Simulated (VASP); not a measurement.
Here is a VASP 6.6.1 calculation.

INCAR

```
SYSTEM = Al2Au
ALGO = Normal
EDIFF = 1E-6
ENCUT = 500
GGA = PE
GGA_COMPAT = .FALSE.
ISIF = 2
ISMEAR = 0
LASPH = .TRUE.
LCHARG = .FALSE.
LREAL = .FALSE.
LWAVE = .FALSE.
NBANDS = 16
NELM = 120
PREC = Accurate
SIGMA = 0.1
```

Contents of KPOINTS:

```
k-points
0
G
  6 6 6
  0 0 0
```

POSCAR

```
Al2Au
1.0
    0.0000000000      3.0313818355      3.0313818355
    3.0313818355      0.0000000000      3.0313818355
    3.0313818355      3.0313818355      0.0000000000
Al Au
2 1
Direct
    0.2500000000      0.2500000000      0.2500000000
    0.7500000000      0.7500000000      0.7500000000
    0.0000000000      0.0000000000      0.0000000000
```

Potentials or basis: VASP PAW PBE potentials, release 64 (Al, Au).

The run is started by

```console
$ cat potpaw_PBE.64/Al/POTCAR potpaw_PBE.64/Au/POTCAR > POTCAR
$ mpirun -np 1 vasp_std > vasp.out
```

(1) Estimate the pressure.

Answers

(1) -0.3 GPa.
